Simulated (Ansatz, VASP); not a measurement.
**MgO: VASP beside Ansatz**

File INCAR:

```
ALGO     = Normal         # electronic algorithm
EDIFF    = 1E-6           # SCF threshold, eV
ENCUT    = 520            # plane-wave cutoff, eV
GGA      = PE             # functional
ISIF     = 2              # what is computed and relaxed
ISMEAR   = 0              # smearing method
LASPH    = True           # aspherical terms in the spheres
LCHARG   = True           # write CHGCAR
LELF     = True           # ELF
LREAL    = False          # projectors in reciprocal space
LVHAR    = True         
LWAVE    = False          # write WAVECAR
NBANDS   = 16             # bands
NELM     = 60             # most SCF steps
PREC     = Accurate       # precision mode
SIGMA    = 0.05           # smearing width, eV
```

Contents of KPOINTS:

```
k-points
0
Gamma
  9 9 6
```

Contents of POSCAR:

```
MgO
1.0
    3.5578585749      0.0000000000      0.0000000000
   -1.7789292875      3.0811959089      0.0000000000
    0.0000000000      0.0000000000      3.9534924484
Mg O
2 2
Direct
    0.6666666667      0.3333333333      0.7500000000
    0.3333333333      0.6666666667      0.2500000000
    0.6666666667      0.3333333333      0.2500000000
    0.3333333333      0.6666666667      0.7500000000
```

Input for Ansatz:

```yaml
crystal:
  lattice:
    - [3.5578585749, 0.0, 0.0]
    - [-1.7789292875, 3.0811959089, 0.0]
    - [0.0, 0.0, 3.9534924484]
  atoms:
    - { symbol: Mg, position: [0.6666666667, 0.3333333333, 0.75] }
    - { symbol: Mg, position: [0.3333333333, 0.6666666667, 0.25] }
    - { symbol: O, position: [0.6666666667, 0.3333333333, 0.25] }
    - { symbol: O, position: [0.3333333333, 0.6666666667, 0.75] }
basis:
  ecutwfc: 520.0
kpoints:
  mp_grid: { grid: [9, 9, 6] }
hamiltonian:
  xc: pbe
  pseudopotentials: { kind: paw, azcp: { folder: soft_1 } }
scf:
  occupations: { method: gaussian, width: 0.05 }
output:
  forces: true
  stress: true
  eigenvalues: true
```

Alike in both runs: task single point; functional PBE; k mesh 9 × 9 × 6; occupations gaussian, width 0.05 eV; no spin polarisation.

|  | VASP | Ansatz |
| --- | --- | --- |
| version | VASP 6.6.1 | Ansatz 0.2.0 |
| potentials or method | VASP PAW PBE potentials, release 64 (Mg, O), cutoff 520 eV | scalar-relativistic, plane waves, PAW |
| valence electrons in the cell | 16 | 32 |

|  | VASP | Ansatz | Ansatz less VASP |
| --- | --- | --- | --- |
| gap on the k mesh at the Fermi level (eV) | 3.59 | 3.61 | +0.020 |
| least direct gap on the mesh (eV) | 3.59 | 3.61 | +0.020 |
| pressure (GPa) | 8.5 | 9.1 | +0.64 |
| traceless stress, the component that is largest in VASP (GPa) | 12.88 | 12.87 | -0.013 |

VASP's potentials hold 16 valence electrons a cell and Ansatz's 32, so a difference there can come from the potentials and not from the codes.
